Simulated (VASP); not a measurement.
# Pb (Fm-3m) in VASP: settings compared

The runs below take Pb through single point, with RPBE, PBEsol.

Program: VASP 6.6.1. These are calculated values, not measurements. Logs are shortened: lines on timing, memory, paths and dates and some standing lists are left out, and cuts for length are marked.

## Step 1: The cell of the first run

Symmetry: Fm-3m, No. 225, cubic system. The conventional cell has a = 4.950 Å, b = 4.950 Å, c = 4.950 Å, α = 90.00°, β = 90.00°, γ = 90.00°. Pb (site symmetry m-3m) has 12 Pb at 3.50 Å within 4.6 Å.

## Step 2: Single point, RPBE

INCAR reads:

```
PREC = Accurate
ENCUT = 500
EDIFF = 1E-6
ISMEAR = -1
SIGMA = 0.1
LREAL = F
LASPH = T
NELM = 120
ALGO = Normal
ISIF = 2
LWAVE = F
LCHARG = T
GGA = RP
LELF = T
LVHAR = T
NBANDS = 13
GGA_COMPAT = F
```

KPOINTS reads:

```
regular mesh
0
Gamma
  5 5 5
```

POSCAR reads:

```
Pb
1.0
    0.0000000000      2.4750200000      2.4750200000
    2.4750200000      0.0000000000      2.4750200000
    2.4750200000      2.4750200000      0.0000000000
Pb
1
Direct
    0.0000000000      0.0000000000      0.0000000000
```

Potentials or basis: VASP PAW PBE potentials, release 64 (Pb_d).

The run is started by

```bash
> cat potpaw_PBE.64/Pb_d/POTCAR > POTCAR
> mpirun -np 1 vasp_std > vasp.out
```

OUTCAR:

```text
PREC = Accurate
   ENCUT = 500
   EDIFF = 1E-6
   ISMEAR = -1
   LREAL = F
   LASPH = T
   NELM = 120
   ISIF = 2
   GGA = RP

 ion  position               nearest neighbor table
   1  0.000  0.000  0.000-

  LATTYP: Found a face centered cubic cell.
 ALAT       =     4.9500400000

  Lattice vectors:

 A1 = (   0.0000000000,   2.4750200000,   2.4750200000)
 A2 = (   2.4750200000,   0.0000000000,   2.4750200000)
 A3 = (   2.4750200000,   2.4750200000,   0.0000000000)

Analysis of symmetry for initial positions (statically):
=====================================================================
 Subroutine PRICEL returns:
 Original cell was already a primitive cell.

 Routine SETGRP: Setting up the symmetry group for a
 face centered cubic supercell.

 Subroutine GETGRP returns: Found 48 space group operations
 (whereof 48 operations were pure point group operations)
 out of a pool of 48 trial point group operations.

The static configuration has the point symmetry O_h .

Analysis of symmetry for dynamics (positions and initial velocities):
=====================================================================
 Subroutine PRICEL returns:
 Original cell was already a primitive cell.

 Routine SETGRP: Setting up the symmetry group for a
 face centered cubic supercell.

 Subroutine GETGRP returns: Found 48 space group operations
 (whereof 48 operations were pure point group operations)
 out of a pool of 48 trial point group operations.

The dynamic configuration has the point symmetry O_h .

 Subroutine INISYM returns: Found 48 space group operations
 (whereof 48 operations are pure point group operations),
 and found     1 'primitive' translations

----------------------------------------------------------------------------------------

                                     Primitive cell

  volume of cell :      30.3226

  direct lattice vectors                    reciprocal lattice vectors
     0.000000000  2.475020000  2.475020000    -0.202018570  0.202018570  0.202018570
     2.475020000  0.000000000  2.475020000     0.202018570 -0.202018570  0.202018570
     2.475020000  2.475020000  0.000000000     0.202018570  0.202018570 -0.202018570

  length of vectors
     3.500206851  3.500206851  3.500206851     0.349906427  0.349906427  0.349906427

  position of ions in fractional coordinates (direct lattice)
     0.000000000  0.000000000  0.000000000

  ion indices of the primitive-cell ions
   primitive index   ion index
                 1           1

----------------------------------------------------------------------------------------

 KPOINTS: regular mesh

Automatic generation of k-mesh.
 Grid dimensions read from file:
 generate k-points for:    5    5    5

 Generating k-lattice:

  Cartesian coordinates                     Fractional coordinates (reciprocal lattice)
    -0.040403714  0.040403714  0.040403714     0.200000000  0.000000000  0.000000000
     0.040403714 -0.040403714  0.040403714     0.000000000  0.200000000  0.000000000
     0.040403714  0.040403714 -0.040403714     0.000000000  0.000000000  0.200000000

  Length of vectors
     0.069981285  0.069981285  0.069981285

  Shift w.r.t. Gamma in fractional coordinates (k-lattice)
     0.000000000  0.000000000  0.000000000

 Subroutine IBZKPT returns following result:
 ===========================================

 Found     10 irreducible k-points:

 Following reciprocal coordinates:
            Coordinates               Weight
  0.000000  0.000000  0.000000      1.000000
  0.200000  0.000000  0.000000      8.000000
  0.400000  0.000000  0.000000      8.000000
  0.200000  0.200000  0.000000      6.000000
  0.400000  0.200000  0.000000     24.000000
 -0.400000  0.200000  0.000000     24.000000
 -0.200000  0.200000  0.000000     12.000000
  0.400000  0.400000  0.000000      6.000000
 -0.400000  0.400000  0.000000     12.000000
 -0.400000  0.400000  0.200000     24.000000
   k-points           NKPTS =     10   k-points in BZ     NKDIM =     10   number of bands    NBANDS=     13
   number of dos      NEDOS =    301   number of ions     NIONS =      1
   total plane-waves  NPLWV =  21952
   dimension x,y,z NGX =    28 NGY =   28 NGZ =   28
   dimension x,y,z NGXF=    56 NGYF=   56 NGZF=   56
   ions per type =               1
   NGX,Y,Z   is equivalent  to a cutoff of  13.30, 13.30, 13.30 a.u.
   NGXF,Y,Z  is equivalent  to a cutoff of  26.60, 26.60, 26.60 a.u.
 SYSTEM =  unknown system
   PREC   = accura    normal or accurate (medium, high low for compatibility)
   ISTART =      0    job   : 0-new  1-cont  2-samecut
   ICHARG =      2    charge: 1-file 2-atom 10-const
   ISPIN  =      1    spin polarized calculation?
   LNONCOLLINEAR =      F non collinear calculations
   LSORBIT =      F    spin-orbit coupling
   LASPH  =      T    aspherical Exc in radial PAW
   ENCUT  =  500.0 eV  36.75 Ry    6.06 a.u.   6.38  6.38  6.38*2*pi/ulx,y,z
   NELM   =    120;   NELMIN=  2; NELMDL= -5     # of ELM steps
   EDIFF  = 0.1E-05   stopping-criterion for ELM
   LREAL  =      F    real-space projection
   EDIFFG = 0.1E-04   stopping-criterion for IOM
   NSW    =      0    number of steps for IOM
   IBRION =     -1    ionic relax: 0-MD 1-quasi-New 2-CG
   NFREE  =      0    steps in history (QN), initial steepest desc. (CG)
   ISIF   =      2    stress and relaxation
   ISYM   =      2    0-nonsym 1-usesym 2-fastsym
   POTIM  = 0.5000    time-step for ionic-motion
   TEBEG  =    0.0;   TEEND  =   0.0 temperature during run
   PSTRESS=    0.0 pullay stress
   NELECT =      14.0000    total number of electrons
   NUPDOWN=      -1.0000    fix difference up-down
   EMIN   =  10.00;   EMAX   =-10.00  energy-range for DOS
   EFERMI =   0.00;   METHOD = LEGACY
   ISMEAR =    -1;   SIGMA  =   0.10  broadening in eV -4-tet -1-fermi 0-gaus
   EFERMI_NEDOS =   21; number of points for ismear=-14 and -15
   IALGO  =     38    algorithm
   IMIX   =      4    mixing-type and parameters
     AMIX     =   0.40;   BMIX     =  1.00
     AMIX_MAG =   1.60;   BMIX_MAG =  1.00
  volume/ion in A,a.u.               =      30.32       204.63
  Fermi-wavevector in a.u.,A,eV,Ry     =   1.265306  2.391081 21.782907  1.600999
  Thomas-Fermi vector in A             =   2.398566
   LORBIT       =      0    0 simple, 1 ext, 2 COOP (PROOUT), +10 PAW based schemes
   GGA     = RP    functional components
   LHFCALC =     F    Hartree Fock is set to
   AEXX    =    0.0000 exact exchange contribution
   IVDW    =     0    specifies the selected vdW correction
   LEPSILON=     F    determine dielectric tensor
   LRPA    =     F    only Hartree local field effects (RPA)
 non-spin polarized calculation
  energy-cutoff  :      500.00
  volume of cell :       30.32
 maximum number of plane-waves:       785
 NGX is ok and might be reduce to    28
   NGX = 13   NGY = 13   NGZ = 13

 number of electron      13.9999999 magnetization

 Free energy of the ion-electron system (eV)
  ---------------------------------------------------
  ext. energy  EPLUGINS =         0.00000000
  ---------------------------------------------------
  free energy    TOTEN  =        -3.13186247 eV

  energy without entropy =       -3.10294741  energy(sigma->0) =       -3.11740494

 E-fermi :   7.1508     XC(G=0): -10.0894

 val. band max:        7.0941064167   @ k =  -0.4000   0.4000   0.2000
 cond. band min:       7.6343740988   @ k =  -0.2000   0.2000   0.0000
 fundamental gap:      0.5402676821
 Fermi energy:         7.1507638897

 k-point     1 :       0.0000    0.0000    0.0000
  band No.  band energies     occupation
      1      -9.7440      2.00000
      2      -9.7440      2.00000
      3      -9.7440      2.00000
      4      -9.6064      2.00000
      5      -9.6064      2.00000
      6      -4.3406      2.00000
      7      14.8508      0.00000
      8      14.8508      0.00000
      9      14.8508      0.00000
     10      17.1352      0.00000
     11      18.7166      0.00000
     12      19.8733      0.00000
     13      19.8733      0.00000

 k-point     2 :       0.2000    0.0000    0.0000
  band No.  band energies     occupation
      1      -9.7480      2.00000
      2      -9.7101      2.00000
      3      -9.7101      2.00000
      4      -9.5922      2.00000
      5      -9.5922      2.00000
      6      -3.5703      2.00000
      7       9.6744      0.00000
      8      14.0924      0.00000
      9      14.0924      0.00000
     10      16.4536      0.00000
     11      19.5470      0.00000
     12      20.2257      0.00000
     13      20.2257      0.00000

 k-point     3 :       0.4000    0.0000    0.0000
  band No.  band energies     occupation
      1      -9.7672      2.00000
      2      -9.7276      2.00000
      3      -9.7276      2.00000
      4      -9.4932      2.00000
      5      -9.4932      2.00000
      6      -1.4514      2.00000
      7       4.3523      2.00000
      8      13.1526      0.00000
      9      13.1526      0.00000
     10      16.3862      0.00000
     11      17.3600      0.00000
     12      18.7777      0.00000
     13      18.7777      0.00000

 k-point     4 :       0.2000    0.2000    0.0000
  band No.  band energies     occupation
      1      -9.8003      2.00000
      2      -9.6702      2.00000
      3      -9.6428      2.00000
      4      -9.6428      2.00000
      5      -9.5645      2.00000
      6      -3.3146      2.00000
      7      11.0000      0.00000
      8      12.1620      0.00000
      9      12.1620      0.00000
     10      15.3871      0.00000
     11      16.2340      0.00000
     12      23.3050      0.00000
     13      23.3071      0.00000

 k-point     5 :       0.4000    0.2000    0.0000
  band No.  band energies     occupation
      1      -9.8026      2.00000
      2      -9.7097      2.00000
      3      -9.6287      2.00000
      4      -9.5722      2.00000
      5      -9.4820      2.00000
      6      -1.6059      2.00000
      7       6.3250      1.99948
      8      10.3351      0.00000
      9      11.2286      0.00000
     10      14.6748      0.00000
     11      18.0781      0.00000
     12      21.5505      0.00000
     13      21.9603      0.00000

 k-point     6 :      -0.4000    0.2000    0.0000
  band No.  band energies     occupation
      1      -9.7703      2.00000
      2      -9.6886      2.00000
      3      -9.6518      2.00000
      4      -9.5446      2.00000
      5      -9.4965      2.00000
      6      -0.3059      2.00000
      7       4.1378      2.00000
      8       8.7667      0.00000
      9      11.9225      0.00000
     10      14.9638      0.00000
     11      19.9579      0.00000
     12      20.6248      0.00000
     13      23.0826      0.00000

 k-point     7 :      -0.2000    0.2000    0.0000
  band No.  band energies     occupation
      1      -9.7298      2.00000
      2      -9.7182      2.00000
      3      -9.6350      2.00000
      4      -9.6326      2.00000
      5      -9.5299      2.00000
      6      -2.3223      2.00000
      7       7.6344      0.01575
      8       9.3319      0.00000
      9      13.9076      0.00000
     10      16.6432      0.00000
     11      18.9174      0.00000
     12      19.9699      0.00000
     13      20.5716      0.00000

 k-point     8 :       0.4000    0.4000    0.0000
  band No.  band energies     occupation
      1      -9.8905      2.00000
      2      -9.7949      2.00000
      3      -9.4959      2.00000
      4      -9.4692      2.00000
      5      -9.4692      2.00000
      6      -0.4367      2.00000
      7       5.6523      2.00000
      8       9.7916      0.00000
      9       9.7916      0.00000
     10      13.0843      0.00000
     11      14.1697      0.00000
     12      25.6720      0.00000
     13      26.6294      0.00000

 k-point     9 :      -0.4000    0.4000    0.0000
  band No.  band energies     occupation
      1      -9.8472      2.00000
      2      -9.7543      2.00000
      3      -9.5238      2.00000
      4      -9.5059      2.00000
      5      -9.4652      2.00000
      6       0.7017      2.00000
      7       4.7743      2.00000
      8       6.8139      1.93340
      9      10.0711      0.00000
     10      13.6394      0.00000
     11      17.3603      0.00000
     12      24.1651      0.00000
     13      25.1943      0.00000

 k-point    10 :      -0.4000    0.4000    0.2000
  band No.  band energies     occupation
      1      -9.7477      2.00000
      2      -9.7374      2.00000
      3      -9.6277      2.00000
      4      -9.5353      2.00000
      5      -9.4717      2.00000
      6       0.1157      2.00000
      7       5.5901      2.00000
      8       7.0941      1.27594
      9       8.9792      0.00000
     10      17.1564      0.00000
     11      18.2205      0.00000
     12      19.6595      0.00000
     13      23.4539      0.00000

------------------------ aborting loop because EDIFF is reached ----------------------------------------

  FORCE on cell =-STRESS in cart. coord.  units (eV):
  Direction    XX          YY          ZZ          XY          YZ          ZX
  --------------------------------------------------------------------------------------
  -------------------------------------------------------------------------------------
  Total        0.6620092      0.6620092      0.6620092     -0.0000000     -0.0000000     -0.0000000
  in kB       34.9790889     34.9790889     34.9790889     -0.0000000     -0.0000000     -0.0000000
  external PRESSURE =      34.9790889 kB  Pullay stress =       0.0000000 kB

 VOLUME and BASIS-vectors are now :
 -----------------------------------------------------------------------------
  energy-cutoff  :      500.00
  volume of cell :       30.32
      direct lattice vectors                 reciprocal lattice vectors
     0.000000000  2.475020000  2.475020000    -0.202018570  0.202018570  0.202018570
     2.475020000  0.000000000  2.475020000     0.202018570 -0.202018570  0.202018570
     2.475020000  2.475020000  0.000000000     0.202018570  0.202018570 -0.202018570

 POSITION                                       TOTAL-FORCE (eV/Angst)
 -----------------------------------------------------------------------------------
      0.00000      0.00000      0.00000         0.000000      0.000000     -0.000000
 -----------------------------------------------------------------------------------
    total drift:                               -0.000000     -0.000000     -0.000000

  FREE ENERGIE OF THE ION-ELECTRON SYSTEM (eV)
  ---------------------------------------------------
  free  energy   TOTEN  =        -3.1318624704 eV

  energy  without entropy=       -3.1029474110  energy(sigma->0) =       -3.11740494
```

Wall time 14 s (1 thread of Intel Xeon 8259CL, shared host); peak memory 0.15 GiB.

Results:

```
Free energy            : -3.1319 eV
Pressure               : 3.5 GPa
Band gap on the k mesh : zero (band 7 reaches 14.85 eV, above the bottom of band 8 at 6.81 eV)
```

Levels at points of the mesh, in eV from the Fermi level:
| k point | band 4 | band 5 | band 6 | band 7 | band 8 | band 9 | band 10 | band 11 |
| --- | --- | --- | --- | --- | --- | --- | --- | --- |
| (0.00, 0.00, 0.00) | -16.76 | -16.76 | -11.49 | 7.70 | 7.70 | 7.70 | 9.98 | 11.57 |

Caveat: the k points lie up to 0.44 Å⁻¹ apart; the PAW data sets were made with another functional, which shifts forces and pressure a little; spin-orbit coupling is left out, which moves the levels of the heavy elements.

(Continued in part 2 of 2.)
